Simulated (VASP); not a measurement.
# Be3Te (P6mm) in VASP: single point with PBE

Aim: the single point of Be3Te with PBE.

Program: VASP 6.6.1. These are calculated values, not measurements. Logs are shortened: lines on timing, memory, paths and dates and some standing lists are left out, and cuts for length are marked.

## 1. The cell of the first run

It takes space group P6mm (No. 183, hexagonal). Conventional cell: a = 4.215 Å, b = 4.215 Å, c = 4.428 Å, α = 90.00°, β = 90.00°, γ = 120.00°. Within 2.8 Å of Be (site symmetry 2mm) lie 4 Be at 2.11 Å and 2 Te at 2.60 Å. Within 3.4 Å of Te (site symmetry 6mm) lie 6 Be at 2.60 Å.

The cell was generated, and may not be a known phase.

## 2. Single point, PBE

File INCAR:

```
SYSTEM = Be3Te
PREC = Accurate
ENCUT = 600
EDIFF = 1E-6
ISMEAR = 0
SIGMA = 0.2
LREAL = .FALSE.
LASPH = .TRUE.
NELM = 120
ALGO = Normal
ISIF = 2
LWAVE = .FALSE.
LCHARG = .FALSE.
GGA = PE
NBANDS = 14
GGA_COMPAT = .FALSE.
```

File KPOINTS:

```
regular mesh
0
G
  6 6 4
  0 0 0
```

File POSCAR:

```
Be3Te
1.0
    4.2151194154      0.0000000032      0.0000000000
   -2.1075597105      3.6504004921      0.0000000000
    0.0000000000      0.0000000000      4.4284217173
Be Te
3 1
Direct
    0.8333360444      0.1666639556      0.4273536762
    0.8333360444      0.6666720889      0.4273536762
    0.3333279111      0.1666639556      0.4273536762
    0.3333333333      0.6666666667      1.0837613615
```

Potentials or basis: VASP PAW PBE potentials, release 64 (Be, Te).

The run is started by

```sh
$ cat potpaw_PBE.64/Be/POTCAR potpaw_PBE.64/Te/POTCAR > POTCAR
$ mpirun -np 1 vasp_std > vasp.out
```

OUTCAR:

```text
SYSTEM = Be3Te
   PREC = Accurate
   ENCUT = 600
   EDIFF = 1E-6
   ISMEAR = 0
   LREAL = .FALSE.
   LASPH = .TRUE.
   NELM = 120
   ISIF = 2
   GGA = PE

 ion  position               nearest neighbor table
   1  0.833  0.167  0.427-   2 2.11   3 2.11   2 2.11   3 2.11   4 2.60   4 2.60
   2  0.833  0.667  0.427-   3 2.11   1 2.11   3 2.11   1 2.11   4 2.60   4 2.60
   3  0.333  0.167  0.427-   2 2.11   1 2.11   2 2.11   1 2.11   4 2.60   4 2.60
   4  0.333  0.667  0.084-   1 2.60   1 2.60   3 2.60   3 2.60   2 2.60   2 2.60

  LATTYP: Found a hexagonal cell.
 ALAT       =     4.2151194154
 C/A-ratio  =     1.0506040947

  Lattice vectors:

 A1 = (   4.2151194154,   0.0000000032,   0.0000000000)
 A2 = (  -2.1075597105,   3.6504004921,   0.0000000000)
 A3 = (   0.0000000000,   0.0000000000,   4.4284217173)

Analysis of symmetry for initial positions (statically):
=====================================================================
 Subroutine PRICEL returns:
 Original cell was already a primitive cell.

 Routine SETGRP: Setting up the symmetry group for a
 hexagonal supercell.

 Subroutine GETGRP returns: Found  6 space group operations
 (whereof  6 operations were pure point group operations)
 out of a pool of 24 trial point group operations.

The static configuration has the point symmetry C_3v.

Analysis of symmetry for dynamics (positions and initial velocities):
=====================================================================
 Subroutine PRICEL returns:
 Original cell was already a primitive cell.

 Routine SETGRP: Setting up the symmetry group for a
 hexagonal supercell.

 Subroutine GETGRP returns: Found  6 space group operations
 (whereof  6 operations were pure point group operations)
 out of a pool of 24 trial point group operations.

The dynamic configuration has the point symmetry C_3v.

 Subroutine INISYM returns: Found  6 space group operations
 (whereof  6 operations are pure point group operations),
 and found     1 'primitive' translations

----------------------------------------------------------------------------------------

                                     Primitive cell

  volume of cell :      68.1396

  direct lattice vectors                    reciprocal lattice vectors
     4.215119415  0.000000003  0.000000000     0.237241203  0.136971272  0.000000000
    -2.107559710  3.650400492  0.000000000    -0.000000000  0.273942545  0.000000000
     0.000000000  0.000000000  4.428421717     0.000000000  0.000000000  0.225814085

  length of vectors
     4.215119415  4.215119415  4.428421717     0.273942545  0.273942545  0.225814085

  position of ions in fractional coordinates (direct lattice)
     0.833336044  0.166663956  0.427353676
     0.833336044  0.666672089  0.427353676
     0.333327911  0.166663956  0.427353676
     0.333333333  0.666666667  0.083761362

  ion indices of the primitive-cell ions
   primitive index   ion index
                 1           1
                 2           2
                 3           3
                 4           4

----------------------------------------------------------------------------------------

 KPOINTS: regular mesh

Automatic generation of k-mesh.
 Grid dimensions read from file:
 generate k-points for:    6    6    4

 Generating k-lattice:

  Cartesian coordinates                     Fractional coordinates (reciprocal lattice)
     0.039540200  0.022828545  0.000000000     0.166666667  0.000000000  0.000000000
    -0.000000000  0.045657091  0.000000000     0.000000000  0.166666667  0.000000000
     0.000000000  0.000000000  0.056453521     0.000000000  0.000000000  0.250000000

  Length of vectors
     0.045657091  0.045657091  0.056453521

  Shift w.r.t. Gamma in fractional coordinates (k-lattice)
     0.000000000  0.000000000  0.000000000

 Subroutine IBZKPT returns following result:
 ===========================================

 Found     24 irreducible k-points:

 Following reciprocal coordinates:
            Coordinates               Weight
  0.000000  0.000000  0.000000      1.000000
  0.166667 -0.000000  0.000000      6.000000
  0.333333 -0.000000  0.000000      6.000000
  0.500000  0.000000  0.000000      3.000000
  0.166667  0.166667  0.000000      6.000000
  0.333333  0.166667  0.000000     12.000000
[... 16 lines left out ...]
  0.333333  0.166667  0.500000     12.000000
  0.333333  0.333333  0.500000      2.000000
   k-points           NKPTS =     24   k-points in BZ     NKDIM =     24   number of bands    NBANDS=     14
   number of dos      NEDOS =    301   number of ions     NIONS =      4
   total plane-waves  NPLWV =  46656
   dimension x,y,z NGX =    36 NGY =   36 NGZ =   36
   dimension x,y,z NGXF=    72 NGYF=   72 NGZF=   72
   ions per type =               3   1
   NGX,Y,Z   is equivalent  to a cutoff of  14.20, 14.20, 13.51 a.u.
   NGXF,Y,Z  is equivalent  to a cutoff of  28.40, 28.40, 27.03 a.u.
 SYSTEM =  Be3Te
   PREC   = accura    normal or accurate (medium, high low for compatibility)
   ISTART =      0    job   : 0-new  1-cont  2-samecut
   ICHARG =      2    charge: 1-file 2-atom 10-const
   ISPIN  =      1    spin polarized calculation?
   LNONCOLLINEAR =      F non collinear calculations
   LSORBIT =      F    spin-orbit coupling
   LASPH  =      T    aspherical Exc in radial PAW
   ENCUT  =  600.0 eV  44.10 Ry    6.64 a.u.   8.42  8.42  8.84*2*pi/ulx,y,z
   NELM   =    120;   NELMIN=  2; NELMDL= -5     # of ELM steps
   EDIFF  = 0.1E-05   stopping-criterion for ELM
   LREAL  =      F    real-space projection
   EDIFFG = 0.1E-04   stopping-criterion for IOM
   NSW    =      0    number of steps for IOM
   IBRION =     -1    ionic relax: 0-MD 1-quasi-New 2-CG
   NFREE  =      0    steps in history (QN), initial steepest desc. (CG)
   ISIF   =      2    stress and relaxation
   ISYM   =      2    0-nonsym 1-usesym 2-fastsym
   POTIM  = 0.5000    time-step for ionic-motion
   TEBEG  =    0.0;   TEEND  =   0.0 temperature during run
   PSTRESS=    0.0 pullay stress
   NELECT =      12.0000    total number of electrons
   NUPDOWN=      -1.0000    fix difference up-down
   EMIN   =  10.00;   EMAX   =-10.00  energy-range for DOS
   EFERMI =   0.00;   METHOD = LEGACY
   ISMEAR =     0;   SIGMA  =   0.20  broadening in eV -4-tet -1-fermi 0-gaus
   EFERMI_NEDOS =   21; number of points for ismear=-14 and -15
   IALGO  =     38    algorithm
   IMIX   =      4    mixing-type and parameters
     AMIX     =   0.40;   BMIX     =  1.00
     AMIX_MAG =   1.60;   BMIX_MAG =  1.00
  volume/ion in A,a.u.               =      17.03       114.96
  Fermi-wavevector in a.u.,A,eV,Ry     =   0.917633  1.734074 11.456778  0.842049
  Thomas-Fermi vector in A             =   2.042623
   LORBIT       =      0    0 simple, 1 ext, 2 COOP (PROOUT), +10 PAW based schemes
   GGA     = PE    functional components
   LHFCALC =     F    Hartree Fock is set to
   AEXX    =    0.0000 exact exchange contribution
   IVDW    =     0    specifies the selected vdW correction
   LEPSILON=     F    determine dielectric tensor
   LRPA    =     F    only Hartree local field effects (RPA)
 non-spin polarized calculation
 Gauss-broadening in eV      SIGMA  =   0.20
  energy-cutoff  :      600.00
  volume of cell :       68.14
 maximum number of plane-waves:      2298
 NGX is ok and might be reduce to    36
   NGX = 17   NGY = 17   NGZ = 17

 number of electron      11.9999999 magnetization

 Free energy of the ion-electron system (eV)
  ---------------------------------------------------
  ext. energy  EPLUGINS =         0.00000000
  ---------------------------------------------------
  free energy    TOTEN  =       -13.15547221 eV

  energy without entropy =      -13.15328939  energy(sigma->0) =      -13.15438080

 E-fermi :   5.2437     XC(G=0):  -9.1020

 val. band max:        4.6755225999   @ k =   0.1667  -0.0000   0.5000
 cond. band min:       5.3057271902   @ k =   0.5000   0.0000   0.0000
 fundamental gap:      0.6302045903
 Fermi energy:         5.2437426315

 k-point     1 :       0.0000    0.0000    0.0000
  band No.  band energies     occupation
      1      -7.8736      2.00000
      2       0.6455      2.00000
      3       1.8795      2.00000
      4       1.8795      2.00000
      5       2.0454      2.00000
      6       2.9868      2.00000
      7       6.2647      0.00000
      8       8.0798      0.00000
      9       8.0798      0.00000
     10       9.1345      0.00000
     11       9.1345      0.00000
     12      12.1777      0.00000
     13      12.1990      0.00000
     14      12.1990      0.00000

 k-point     2 :       0.1667   -0.0000    0.0000
  band No.  band energies     occupation
      1      -7.7099      2.00000
      2       0.0236      2.00000
      3       1.4690      2.00000
      4       1.7068      2.00000
      5       2.3975      2.00000
      6       2.8063      2.00000
      7       7.1475      0.00000
      8       8.1983      0.00000
      9       8.5211      0.00000
     10       9.2078      0.00000
     11       9.2601      0.00000
     12      10.4721      0.00000
     13      11.8214      0.00000
     14      11.9041      0.00000
[... 343 lines left out ...]
      1      -6.8026      2.00000
      2      -1.2084      2.00000
      3      -0.4050      2.00000
      4       0.5122      2.00000
      5       2.2796      2.00000
      6       3.1601      2.00000
      7       5.9032      0.00000
      8       8.5204      0.00000
      9       9.0080      0.00000
     10      10.5683      0.00000
     11      11.5921      0.00000
     12      12.5624      0.00000
     13      13.8722      0.00000
     14      14.7315      0.00000

 k-point    24 :       0.3333    0.3333    0.5000
  band No.  band energies     occupation
      1      -6.6849      2.00000
      2      -0.7389      2.00000
      3      -0.7388      2.00000
      4      -0.1040      2.00000
      5       2.4884      2.00000
      6       2.4885      2.00000
      7       7.2899      0.00000
      8       7.2899      0.00000
      9      10.2200      0.00000
     10      11.3130      0.00000
     11      11.3131      0.00000
     12      11.3348      0.00000
     13      14.9334      0.00000
     14      15.0412      0.00000

------------------------ aborting loop because EDIFF is reached ----------------------------------------

  FORCE on cell =-STRESS in cart. coord.  units (eV):
  Direction    XX          YY          ZZ          XY          YZ          ZX
  --------------------------------------------------------------------------------------
  -------------------------------------------------------------------------------------
  Total        0.1525040      0.1525040      0.0370531     -0.0000000     -0.0000000     -0.0000000
  in kB        3.5858525      3.5858525      0.8712365     -0.0000000     -0.0000000     -0.0000000
  external PRESSURE =       2.6809805 kB  Pullay stress =       0.0000000 kB

 VOLUME and BASIS-vectors are now :
 -----------------------------------------------------------------------------
  energy-cutoff  :      600.00
  volume of cell :       68.14
      direct lattice vectors                 reciprocal lattice vectors
     4.215119415  0.000000003  0.000000000     0.237241203  0.136971272  0.000000000
    -2.107559710  3.650400492  0.000000000    -0.000000000  0.273942545  0.000000000
     0.000000000  0.000000000  4.428421717     0.000000000  0.000000000  0.225814085

 POSITION                                       TOTAL-FORCE (eV/Angst)
 -----------------------------------------------------------------------------------
      3.16136      0.60839      1.89250        -0.000413      0.000239      0.004810
      2.10756      2.43362      1.89250         0.000000     -0.000477      0.004810
      1.05376      0.60839      1.89250         0.000413      0.000239      0.004810
     -0.00000      2.43360      0.37093        -0.000000      0.000000     -0.014431
 -----------------------------------------------------------------------------------
    total drift:                                0.000000     -0.000000      0.000112

  FREE ENERGIE OF THE ION-ELECTRON SYSTEM (eV)
  ---------------------------------------------------
  free  energy   TOTEN  =       -13.1554722144 eV

  energy  without entropy=      -13.1532893880  energy(sigma->0) =      -13.15438080
```

Wall time 21 s (1 thread of Intel Xeon Platinum 8488C (Sapphire Rapids), shared host); peak memory 0.2 GiB.

Results:

| Property | Result |
| --- | --- |
| Free energy | -13.1555 eV |
| Pressure | 0.3 GPa |
| Largest force | 0.014 eV/Å |
| Band gap on the k mesh | zero (bands 6 and 7 overlap by 0.28 eV) |

Forces in eV/Å, atoms in the order of the input:
```
Be   0.000  0.000  0.005
Be   0.000  0.000  0.005
Be   0.000  0.000  0.005
Te   0.000  0.000 -0.014
```

Caveat: semilocal functionals underestimate gaps, and a narrow one can read as zero; spin-orbit coupling is left out, which moves the levels of the heavy elements.

The gap in the log of VASP goes by the Fermi energy; the results here count the filled bands.